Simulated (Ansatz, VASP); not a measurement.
## Ag in VASP and in Ansatz

The input INCAR:

```
SYSTEM = Ag
PREC     = Accurate       ! precision mode
ENCUT    = 520            ! plane-wave cutoff, eV
EDIFF    = 1E-7           ! SCF threshold, eV
ISMEAR   = 0              ! smearing method
SIGMA    = 0.15           ! smearing width, eV
LREAL    = .False.        ! projectors in reciprocal space
LASPH    = .True.         ! aspherical terms in the spheres
NELM     = 80             ! most SCF steps
ALGO     = Normal         ! electronic algorithm
ISIF     = 2              ! what is computed and relaxed
LWAVE    = .False.        ! write WAVECAR
LCHARG   = .True.         ! write CHGCAR
GGA      = PS             ! functional
LELF     = .True.         ! ELF
LVHAR    = .True.       
NBANDS   = 12             ! bands
```

KPOINTS

```
Automatic mesh
0
Gamma
  20 20 20
  0 0 0
```

POSCAR

```
Ag
1.0
   -1.6556540000      1.6556540000      1.5935669750
    1.6556540000     -1.6556540000      1.5935669750
    1.6556540000      1.6556540000     -1.5935669750
Ag
1
Direct
    0.0000000000      0.0000000000      0.0000000000
```

Input for Ansatz:

```yaml
crystal:
  lattice:
    - [-1.655654, 1.655654, 1.593566975]
    - [1.655654, -1.655654, 1.593566975]
    - [1.655654, 1.655654, -1.593566975]
  atoms:
    - { symbol: Ag, position: [0.0, 0.0, 0.0] }
basis:
  ecutwfc: 420
kpoints:
  mp_grid: { grid: [20, 20, 20] }
hamiltonian:
  xc: pbesol
scf:
  occupations: { method: gaussian, width: 0.15 }
output:
  forces: true
  stress: true
  eigenvalues: true
```

Change from the starting cell: strain -0.0375 x Voigt [0, 0, 1, 0, 0, 0], atoms carried along.

Alike in both runs: task single point; functional PBEsol; k mesh 20 × 20 × 20; occupations gaussian, width 0.15 eV; no spin polarisation.

```csv
,VASP,Ansatz
version,VASP 6.6.1,Ansatz 0.2.0
potentials or method,"VASP PAW PBE potentials, release 64 (Ag), cutoff 520 eV","scalar-relativistic, plane waves, PAW"
valence electrons in the cell,11,19
```

Ansatz gave:

```
gap on the k mesh at the Fermi level (eV)                     : none
pressure (GPa)                                                : -4.2
traceless stress, the component that is largest in VASP (GPa) : -0.60
```

Which values does VASP return?

gap on the k mesh at the Fermi level (eV): none; pressure (GPa): -4.3; traceless stress, the component that is largest in VASP (GPa): -0.60.

VASP's potentials were made for PBE, not for PBEsol. A gap of «none» marks a metal or a gap that the smearing closes. VASP's potentials hold 11 valence electrons a cell and Ansatz's 19, so a difference there can come from the potentials and not from the codes.
